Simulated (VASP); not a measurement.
Ni2H: relaxation of cell and atoms with PBEsol

Ni2H:

```
Ni H
1.0
     2.48865    0.00000    0.00000
    -1.24433    2.15524    0.00000
     0.00000    0.00000    4.12153
Ni H
2 1
Cartesian
  0.0000 1.4368 1.0678
  1.2443 0.7184 3.0537
  0.0000 0.0000 0.0000
```

- Program: VASP 6.6.1
- Task: relaxation of cell and atoms
- Functional: PBEsol
- Potentials or basis: VASP PAW PBE potentials, release 64 (Ni, H)
- Cutoff: 600 eV
- k mesh: 21 × 21 × 10
- Occupations: gaussian, width 0.1 eV
- Spin: no spin polarisation
- Target pressure: 3 GPa
- Dipole correction: no
- Further INCAR settings: ALGO = Normal; EDIFF = 1e-06; IBRION = 2; EDIFFG = -0.008; NSW = 70; ISIF = 3

```
Relaxed volume                                         : 7.48 Å³/atom
Relaxed cell                                           : a = 2.502 Å, b = 2.502 Å, c = 4.142 Å, α = 90.00°, β = 90.00°, γ = 120.00°
Space group after relaxing (to 0.05 Å)                 : P-3m1 (No. 164)
Energy change on relaxing (the enthalpy is what falls) : -3.5 meV/atom
Ionic steps                                            : 3
Pressure after relaxing                                : 3.0 GPa
```

Step by step:
```tsv
step	energy change (eV)	largest force (eV/Å)	pressure (GPa)	volume (Å³)
1	0.0000	0.0390	6.85	22.11
2	-0.0131	0.0234	0.61	22.68
3	-0.0105	0.0005	3.01	22.45
```

Final structure:
```xyz
3
Lattice="2.5017 0.0000 0.0000 -1.2508 2.1665 0.0000 0.0000 0.0000 4.1420" Properties=species:S:1:pos:R:3 pbc="T T T"
Ni    0.0000    1.4443    1.0743
Ni    1.2508    0.7222    3.0677
H     0.0000    0.0000    0.0000
```

Levels at points of the mesh, in eV from the Fermi level:
| k point | band 8 | band 9 | band 10 | band 11 | band 12 | band 13 | band 14 |
| --- | --- | --- | --- | --- | --- | --- | --- |
| (0.00, 0.00, 0.00) | -1.66 | -1.19 | -1.19 | -0.30 | -0.30 | 4.88 | 15.48 |
| (0.00, 0.00, 0.50) | -1.93 | -0.58 | -0.58 | -0.53 | -0.53 | 11.09 | 11.95 |

Run time: 110 s on 1 thread of Intel(R) Xeon(R) 6975P-C (Granite Rapids) (shared host), peak memory 0.28 GiB.

Caveat: the cell is relaxed towards a set pressure, so the enthalpy falls and the energy may rise; the PAW data sets were made with another functional, which shifts forces and pressure a little. Zero-point motion and thermal expansion aren't in these numbers.
